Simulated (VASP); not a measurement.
Write the native input for VASP 6.6.1 that does the following.

* Task: single point
* Functional: r2SCAN
* Dispersion: D3(BJ)
* Potentials or basis: VASP PAW PBE potentials, release 64 (O_h, C_h, H_h)
* Cutoff: 910 eV
* k mesh: 1 × 1 × 1
* Occupations: fermi-dirac, width 0.02 eV
* Spin: no spin polarisation
* Dipole correction: no
* Further INCAR settings: LREAL = Auto; ALGO = Normal; EDIFF = 1e-06; NBANDS = 68

System: H7C2O.

```
O C H
1.0
     8.19791    0.00000    0.00000
     0.00000    8.20413    0.00000
     0.00000    0.00000    8.22820
O C H
4 8 28
Direct
  0.65901 0.22101 0.86059
  0.82176 0.36359 0.02776
  0.39253 0.58956 0.51326
  0.42577 0.62395 0.77875
  0.69538 0.35536 0.94971
  0.35902 0.65424 0.65288
  0.68284 0.93106 0.56675
  0.75883 0.82073 0.04231
  0.94566 0.49723 0.64819
  0.22042 0.20328 0.17780
  0.65913 0.33014 0.40303
  0.24187 0.11939 0.71261
  0.72876 0.13086 0.87611
  0.60223 0.43769 0.94312
  0.48922 0.52105 0.53295
  0.26720 0.75090 0.64104
  0.56241 0.98763 0.53285
  0.78335 0.02228 0.55542
  0.71010 0.83909 0.48133
  0.66118 0.88920 0.68678
  0.81927 0.84343 0.92898
  0.82593 0.74642 0.12185
  0.64333 0.76708 0.00670
  0.72333 0.93685 0.09148
  0.04094 0.52808 0.72874
  0.89019 0.39117 0.70113
  0.99846 0.45934 0.52990
  0.85484 0.59316 0.63833
  0.18727 0.13475 0.28058
  0.11910 0.21130 0.09559
  0.29953 0.12435 0.10699
  0.26534 0.31340 0.22766
  0.67329 0.46101 0.39995
  0.65767 0.29155 0.53514
  0.76024 0.27520 0.35178
  0.54844 0.29558 0.34003
  0.29270 0.03468 0.79956
  0.34314 0.15262 0.62523
  0.18632 0.22581 0.78185
  0.15168 0.06388 0.63173
```

The input as run:

POSCAR

```
H7C2O
1.0
    8.1979110000      0.0000000000      0.0000000000
    0.0000000000      8.2041280000      0.0000000000
    0.0000000000      0.0000000000      8.2281980000
O C H
4 8 28
Direct
    0.6590093501      0.2210106912      0.8605894024
    0.8217581284      0.3635852585      1.0277584472
    0.3925268279      0.5895568670      0.5132594038
    0.4257670033      0.6239541850      0.7787488828
    0.6953844705      0.3553576931      0.9497097663
    0.3590182914      0.6542438148      0.6528768510
    0.6828446906     -0.0689409039      0.5667462062
    0.7588274623      0.8207331724      0.0423057394
    0.9456555457      0.4972252993      0.6481856659
    0.2204220075      0.2032757168      0.1778032079
    0.6591313324      0.3301386814      0.4030287069
    0.2418664950      0.1193911163      0.7126104646
    0.7287588265      0.1308609520      0.8761092040
    0.6022265916      0.4376942924      0.9431226619
    0.4892221933      0.5210547666      0.5329477973
    0.2672022177      0.7509024725      0.6410395083
    0.5624115705     -0.0123718206      0.5328505707
    0.7833459036      0.0222814661      0.5554193032
    0.7100955353     -0.1609068020      0.4813326077
    0.6611806349     -0.1107978813      0.6867846398
    0.8192696896      0.8434290640     -0.0710240565
    0.8259299229      0.7464169257      0.1218492798
    0.6433346251      0.7670772567      0.0066964845
    0.7233306143      0.9368454515      0.0914781098
    1.0409359165      0.5280756224      0.7287379327
    0.8901901960      0.3911689335      0.7011255684
    0.9984616813      0.4593419313      0.5298973117
    0.8548397269      0.5931648068      0.6383293158
    0.1872672197      0.1347492384      0.2805839140
    0.1191035131      0.2112960695      0.0955859351
    0.2995275260      0.1243520335      0.1069857580
    0.2653358886      0.3134032039      0.2276561648
    0.6732934768      0.4610118223      0.3999539146
    0.6576675448      0.2915483522      0.5351353966
    0.7602424569      0.2752029222      0.3517781172
    0.5484445977      0.2955829066      0.3400258477
    0.2926965174      0.0346776647      0.7995553826
    0.3431361965      0.1526182917      0.6252280268
    0.1863157578      0.2258131516      0.7818479818
    0.1516849841      0.0638824748      0.6317300580
```

INCAR.step1

```
PREC = Accurate
ENCUT = 910
ISMEAR = -1
SIGMA = 0.02
LREAL = Auto
LASPH = True
NELM = 120
NBANDS = 68
GGA = PE
ALGO = Normal
EDIFF = 1E-5
LWAVE = True
LCHARG = False
GGA_COMPAT = False
```

INCAR.step2

```
PREC = Accurate
ENCUT = 910
EDIFF = 1E-6
ISMEAR = -1
SIGMA = 0.02
LREAL = Auto
LASPH = True
NELM = 120
ALGO = Normal
ISIF = 2
LWAVE = False
LCHARG = True
METAGGA = R2SCAN
LMIXTAU = True
IVDW = 12
VDW_S6 = 1.0
VDW_S8 = 0.78981345
VDW_A1 = 0.49484001
VDW_A2 = 5.73083694
LELF = True
LVHAR = True
NBANDS = 68
ISTART = 1
GGA_COMPAT = False
```

KPOINTS

```
Automatic mesh
0
Gamma
  1 1 1
```

Potentials or basis: VASP PAW PBE potentials, release 64 (O_h, C_h, H_h).

Command:

```bash
$ cat potpaw_PBE.64/O_h/POTCAR potpaw_PBE.64/C_h/POTCAR potpaw_PBE.64/H_h/POTCAR > POTCAR
$ cp INCAR.step1 INCAR
$ mpirun -np 1 vasp_gam > vasp.out
$ cp INCAR.step2 INCAR
$ mpirun -np 1 vasp_gam > vasp.out
```

Results of the run:

* Pressure: 0.7 GPa
* Largest force: 5.337 eV/Å
* Band gap on the k mesh: 5.56 eV
* Dispersion energy per atom: -0.014 eV

Caveat: the k points lie up to 0.77 Å⁻¹ apart; the cutoff is under 1.25 times the usual one of these potentials, so pressure, stress and relaxed cells hold a basis-set (Pulay) error; the atoms stand as in a frame of molecular dynamics; the PAW data sets were made with another functional, which shifts forces and pressure a little.

Wall time 8.9 min on 1 thread of AMD EPYC 7R13 Processor (Zen 3) (shared host), peak memory 1.2 GiB.
